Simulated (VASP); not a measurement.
# Ge2Sb2O (P6/mmm) in VASP: relaxation of cell and atoms with PBE

Aim: the relaxation of cell and atoms of Ge2Sb2O with PBE.

All numbers are computed with VASP 6.6.1; they aren't measurements. Logs are shortened: lines on timing, memory, paths and dates and some standing lists are left out, and cuts for length are marked.

## 1. The cell of the first run

Symmetry: P6/mmm, No. 191, hexagonal system. Conventional cell: a = 3.673 Å, b = 3.673 Å, c = 9.312 Å, α = 90.00°, β = 90.00°, γ = 120.00°. Within 2.8 Å of Ge (site symmetry -6m2) lie 3 Ge at 2.12 Å and 3 O at 2.12 Å. Within 2.8 Å of Sb (site symmetry 6mm) lie 1 O at 2.11 Å. O (site symmetry 6/mmm) has 2 Sb at 2.11 Å and 6 Ge at 2.12 Å within 2.8 Å.

The cell was generated, and may not be a known phase.

## 2. Relaxation of cell and atoms, PBE

Contents of INCAR:

```
SYSTEM = Ge2Sb2O
PREC = Accurate ; ENCUT = 700
EDIFF = 1E-7 ; ISMEAR = 0
SIGMA = 0.1 ; LREAL = .FALSE.
LASPH = .TRUE. ; NELM = 120
ALGO = Normal ; ISIF = 3
LWAVE = .FALSE. ; LCHARG = .FALSE.
GGA = PE ; IBRION = 2
NSW = 90 ; EDIFFG = -0.04
GGA_COMPAT = .FALSE. ; NELMIN = 4
```

Contents of KPOINTS:

```
regular mesh
0
G
  6 6 2
  0 0 0
```

Contents of POSCAR:

```
Ge2Sb2O
1.0
    3.6728994600      0.0000000000      0.0000000000
   -1.8364497300      3.1808242400      0.0000000000
    0.0000000000      0.0000000000      9.3123244400
Ge Sb O
2 2 1
Direct
    0.3333333300      0.6666666700      0.0000000000
    0.6666666700      0.3333333300      0.0000000000
    0.0000000000      0.0000000000      0.7732694500
    0.0000000000      0.0000000000      0.2267305500
    0.0000000000      0.0000000000      0.0000000000
```

Potentials or basis: VASP PAW PBE potentials, release 64 (Ge_d, Sb_d_GW, O).

Run with:

```console
$ cat potpaw_PBE.64/Ge_d/POTCAR potpaw_PBE.64/Sb_d_GW/POTCAR potpaw_PBE.64/O/POTCAR > POTCAR
$ mpirun -np 1 vasp_std > vasp.out
```

OUTCAR:

```text
SYSTEM = Ge2Sb2O
   PREC = Accurate
   ENCUT = 700
   EDIFF = 1E-7
   ISMEAR = 0
   LREAL = .FALSE.
   LASPH = .TRUE.
   NELM = 120
   ISIF = 3
   GGA = PE
   IBRION = 2
   NSW = 90
   EDIFFG = -0.04
   NELMIN = 4

 ion  position               nearest neighbor table
   1  0.333  0.667  0.000-   5 2.12   2 2.12   2 2.12   5 2.12   5 2.12   2 2.12   4 2.99   3 2.99
                             3 2.99   4 2.99   3 2.99   4 2.99
   2  0.667  0.333  0.000-   1 2.12   5 2.12   1 2.12   5 2.12   5 2.12   1 2.12   4 2.99   3 2.99
                             4 2.99   3 2.99   4 2.99   3 2.99
   3  0.000  0.000  0.773-   5 2.11   2 2.99   1 2.99   2 2.99   1 2.99   2 2.99   1 2.99
   4  0.000  0.000  0.227-   5 2.11   2 2.99   1 2.99   2 2.99   1 2.99   2 2.99   1 2.99
   5  0.000  0.000  0.000-   3 2.11   4 2.11   1 2.12   2 2.12   2 2.12   1 2.12   2 2.12   1 2.12

  LATTYP: Found a hexagonal cell.
 ALAT       =     3.6728994600
 C/A-ratio  =     2.5354150151

  Lattice vectors:

 A1 = (   3.6728994600,   0.0000000000,   0.0000000000)
 A2 = (  -1.8364497300,   3.1808242400,   0.0000000000)
 A3 = (   0.0000000000,   0.0000000000,   9.3123244400)

Analysis of symmetry for initial positions (statically):
=====================================================================
 Subroutine PRICEL returns:
 Original cell was already a primitive cell.

 Routine SETGRP: Setting up the symmetry group for a
 hexagonal supercell.

 Subroutine GETGRP returns: Found 24 space group operations
 (whereof 24 operations were pure point group operations)
 out of a pool of 24 trial point group operations.

The static configuration has the point symmetry D_6h.

Analysis of symmetry for dynamics (positions and initial velocities):
=====================================================================
 Subroutine PRICEL returns:
 Original cell was already a primitive cell.

 Routine SETGRP: Setting up the symmetry group for a
 hexagonal supercell.

 Subroutine GETGRP returns: Found 24 space group operations
 (whereof 24 operations were pure point group operations)
 out of a pool of 24 trial point group operations.

The dynamic configuration has the point symmetry D_6h.

 Subroutine INISYM returns: Found 24 space group operations
 (whereof 24 operations are pure point group operations),
 and found     1 'primitive' translations

----------------------------------------------------------------------------------------

                                     Primitive cell

  volume of cell :     108.7945

  direct lattice vectors                    reciprocal lattice vectors
     3.672899460  0.000000000  0.000000000     0.272264463  0.157191961  0.000000000
    -1.836449730  3.180824240  0.000000000     0.000000000  0.314383922  0.000000000
     0.000000000  0.000000000  9.312324440     0.000000000  0.000000000  0.107384575

  length of vectors
     3.672899460  3.672899462  9.312324440     0.314383922  0.314383922  0.107384575

  position of ions in fractional coordinates (direct lattice)
     0.333333330  0.666666670  0.000000000
     0.666666670  0.333333330  0.000000000
     0.000000000  0.000000000  0.773269450
     0.000000000  0.000000000  0.226730550
     0.000000000  0.000000000  0.000000000

  ion indices of the primitive-cell ions
   primitive index   ion index
                 1           1
                 2           2
                 3           3
                 4           4
                 5           5

----------------------------------------------------------------------------------------

 KPOINTS: regular mesh

Automatic generation of k-mesh.
 Grid dimensions read from file:
 generate k-points for:    6    6    2

 Generating k-lattice:

  Cartesian coordinates                     Fractional coordinates (reciprocal lattice)
     0.045377411  0.026198660  0.000000000     0.166666667  0.000000000  0.000000000
     0.000000000  0.052397320  0.000000000     0.000000000  0.166666667  0.000000000
     0.000000000  0.000000000  0.053692287     0.000000000  0.000000000  0.500000000

  Length of vectors
     0.052397320  0.052397320  0.053692287

  Shift w.r.t. Gamma in fractional coordinates (k-lattice)
     0.000000000  0.000000000  0.000000000

 Subroutine IBZKPT returns following result:
 ===========================================

 Found     14 irreducible k-points:

 Following reciprocal coordinates:
            Coordinates               Weight
  0.000000  0.000000  0.000000      1.000000
  0.166667 -0.000000  0.000000      6.000000
  0.333333  0.000000  0.000000      6.000000
  0.500000 -0.000000  0.000000      3.000000
  0.166667  0.166667  0.000000      6.000000
  0.333333  0.166667  0.000000     12.000000
  0.333333  0.333333  0.000000      2.000000
  0.000000  0.000000  0.500000      1.000000
  0.166667 -0.000000  0.500000      6.000000
  0.333333  0.000000  0.500000      6.000000
  0.500000 -0.000000  0.500000      3.000000
  0.166667  0.166667  0.500000      6.000000
  0.333333  0.166667  0.500000     12.000000
  0.333333  0.333333  0.500000      2.000000
   k-points           NKPTS =     14   k-points in BZ     NKDIM =     14   number of bands    NBANDS=     38
   number of dos      NEDOS =    301   number of ions     NIONS =      5
   total plane-waves  NPLWV =  81920
   dimension x,y,z NGX =    32 NGY =   32 NGZ =   80
   dimension x,y,z NGXF=    64 NGYF=   64 NGZF=  160
   ions per type =               2   2   1
   NGX,Y,Z   is equivalent  to a cutoff of  14.48, 14.48, 14.28 a.u.
   NGXF,Y,Z  is equivalent  to a cutoff of  28.97, 28.97, 28.56 a.u.
 SYSTEM =  Ge2Sb2O
   PREC   = accura    normal or accurate (medium, high low for compatibility)
   ISTART =      0    job   : 0-new  1-cont  2-samecut
   ICHARG =      2    charge: 1-file 2-atom 10-const
   ISPIN  =      1    spin polarized calculation?
   LNONCOLLINEAR =      F non collinear calculations
   LSORBIT =      F    spin-orbit coupling
   LASPH  =      T    aspherical Exc in radial PAW
   ENCUT  =  700.0 eV  51.45 Ry    7.17 a.u.   7.92  7.92 20.09*2*pi/ulx,y,z
   NELM   =    120;   NELMIN=  4; NELMDL= -5     # of ELM steps
   EDIFF  = 0.1E-06   stopping-criterion for ELM
   LREAL  =      F    real-space projection
   EDIFFG = -.4E-01   stopping-criterion for IOM
   NSW    =     90    number of steps for IOM
   IBRION =      2    ionic relax: 0-MD 1-quasi-New 2-CG
   NFREE  =      1    steps in history (QN), initial steepest desc. (CG)
   ISIF   =      3    stress and relaxation
   ISYM   =      2    0-nonsym 1-usesym 2-fastsym
   POTIM  = 0.5000    time-step for ionic-motion
   TEBEG  =    0.0;   TEEND  =   0.0 temperature during run
   PSTRESS=    0.0 pullay stress
   NELECT =      64.0000    total number of electrons
   NUPDOWN=      -1.0000    fix difference up-down
   EMIN   =  10.00;   EMAX   =-10.00  energy-range for DOS
   EFERMI =   0.00;   METHOD = LEGACY
   ISMEAR =     0;   SIGMA  =   0.10  broadening in eV -4-tet -1-fermi 0-gaus
   EFERMI_NEDOS =   21; number of points for ismear=-14 and -15
   IALGO  =     38    algorithm
   IMIX   =      4    mixing-type and parameters
     AMIX     =   0.40;   BMIX     =  1.00
     AMIX_MAG =   1.60;   BMIX_MAG =  1.00
  volume/ion in A,a.u.               =      21.76       146.84
  Fermi-wavevector in a.u.,A,eV,Ry     =   1.371721  2.592177 25.600985  1.881619
  Thomas-Fermi vector in A             =   2.497393
   LORBIT       =      0    0 simple, 1 ext, 2 COOP (PROOUT), +10 PAW based schemes
   GGA     = PE    functional components
   LHFCALC =     F    Hartree Fock is set to
   AEXX    =    0.0000 exact exchange contribution
   IVDW    =     0    specifies the selected vdW correction
   LEPSILON=     F    determine dielectric tensor
   LRPA    =     F    only Hartree local field effects (RPA)
 conjugate gradient relaxation of ions
 non-spin polarized calculation
 Gauss-broadening in eV      SIGMA  =   0.10
  energy-cutoff  :      700.00
  volume of cell :      108.79
 maximum number of plane-waves:      4614
 NGX is ok and might be reduce to    32
   NGX = 15   NGY = 15   NGZ = 41

--------------------------------------- Ionic step        1  -------------------------------------------

 number of electron      63.9999994 magnetization

 Free energy of the ion-electron system (eV)
  ---------------------------------------------------
  ext. energy  EPLUGINS =         0.00000000
  ---------------------------------------------------
  free energy    TOTEN  =       -12.73930753 eV

  energy without entropy =      -12.71291641  energy(sigma->0) =      -12.72611197

 E-fermi :   5.8246     XC(G=0):  -9.6880

 val. band max:        5.8091352483   @ k =   0.3333   0.0000   0.5000
 cond. band min:       5.8266798734   @ k =   0.1667  -0.0000   0.5000
 fundamental gap:      0.0175446251
 Fermi energy:         5.8246294500

 k-point     1 :       0.0000    0.0000    0.0000
  band No.  band energies     occupation
      1     -24.3047      2.00000
      2     -24.2512      2.00000
      3     -24.1740      2.00000
      4     -24.1740      2.00000
      5     -24.1707      2.00000
      6     -24.1707      2.00000
[... 673 lines left out ...]
  FREE ENERGIE OF THE ION-ELECTRON SYSTEM (eV)
  ---------------------------------------------------
  free  energy   TOTEN  =       -19.0274735830 eV

  energy  without entropy=      -18.9880455701  energy(sigma->0) =      -19.00775958

[... ionic steps 4 to 13 ...]

--------------------------------------- Ionic step       14  -------------------------------------------

 number of electron      64.0000054 magnetization

------------------------ aborting loop because EDIFF is reached ----------------------------------------

  FORCE on cell =-STRESS in cart. coord.  units (eV):
  Direction    XX          YY          ZZ          XY          YZ          ZX
  --------------------------------------------------------------------------------------
  -------------------------------------------------------------------------------------
  Total       -0.0120938     -0.0120938      0.3186282      0.0000000     -0.0000000     -0.0000000
  in kB       -0.1168266     -0.1168266      3.0779744      0.0000000     -0.0000000     -0.0000000
  external PRESSURE =       0.9481070 kB  Pullay stress =       0.0000000 kB
[... 63 lines left out ...]
  energy  without entropy=      -19.9730435445  energy(sigma->0) =      -19.97702824

--------------------------------------- Ionic step       16  -------------------------------------------

 number of electron      64.0000056 magnetization

 Free energy of the ion-electron system (eV)
  ---------------------------------------------------
  ext. energy  EPLUGINS =         0.00000000
  ---------------------------------------------------
  free energy    TOTEN  =       -19.98175415 eV

  energy without entropy =      -19.97389131  energy(sigma->0) =      -19.97782273

 E-fermi :   2.2420     XC(G=0):  -7.9337

 val. band max:        2.2025172994   @ k =   0.5000  -0.0000   0.0000
 cond. band min:       2.2651021590   @ k =   0.0000   0.0000   0.0000
 fundamental gap:      0.0625848596
 Fermi energy:         2.2419761760

 k-point     1 :       0.0000    0.0000    0.0000
  band No.  band energies     occupation
      1     -27.3952      2.00000
      2     -27.3395      2.00000
      3     -27.2444      2.00000
      4     -27.2444      2.00000
      5     -27.2401      2.00000
      6     -27.2401      2.00000
[... 595 lines left out ...]
  FREE ENERGIE OF THE ION-ELECTRON SYSTEM (eV)
  ---------------------------------------------------
  free  energy   TOTEN  =       -19.9817541483 eV

  energy  without entropy=      -19.9738913070  energy(sigma->0) =      -19.97782273

 reached required accuracy - stopping structural energy minimisation
```

Run time: 14 min. Hardware: 1 thread of Intel Xeon 6975P-C (Granite Rapids), shared host; peak memory 0.35 GiB.

What came out:

| Quantity | Value |
| --- | --- |
| Free energy | -19.9818 eV |
| Relaxed volume | 33.18 Å³/atom |
| Relaxed cell | a = 4.699 Å, b = 4.699 Å, c = 8.677 Å, α = 90.00°, β = 90.00°, γ = 120.00° |
| Space group after relaxing (to 0.1 Å) | P6/mmm (No. 191) |
| Pressure after relaxing | -0.1 GPa |
| Largest force after relaxing | 0.030 eV/Å |
| Band gap on the k mesh | zero (bands 32 and 33 overlap by 0.56 eV) |

Forces on the atoms (eV/Å):
```
Ge   0.000  0.000  0.000
Ge   0.000  0.000  0.000
Sb   0.000  0.000 -0.030
Sb   0.000  0.000  0.030
O    0.000  0.000  0.000
```

Final structure:
```
CELL_PARAMETERS angstrom
4.69891 0.00000 0.00000
-2.34946 4.06938 0.00000
0.00000 0.00000 8.67652
ATOMIC_POSITIONS crystal
Ge 0.33333 0.66667 0.00000
Ge 0.66667 0.33333 0.00000
Sb 0.00000 0.00000 0.76954
Sb 0.00000 0.00000 0.23046
O 0.00000 0.00000 0.00000
```

Caveat: the volume moved by over 15 % at a fixed basis, so the end points are rough; spin-orbit coupling is left out, which moves the levels of the heavy elements.

The gap in the log of VASP goes by the Fermi energy; the results here count the filled bands.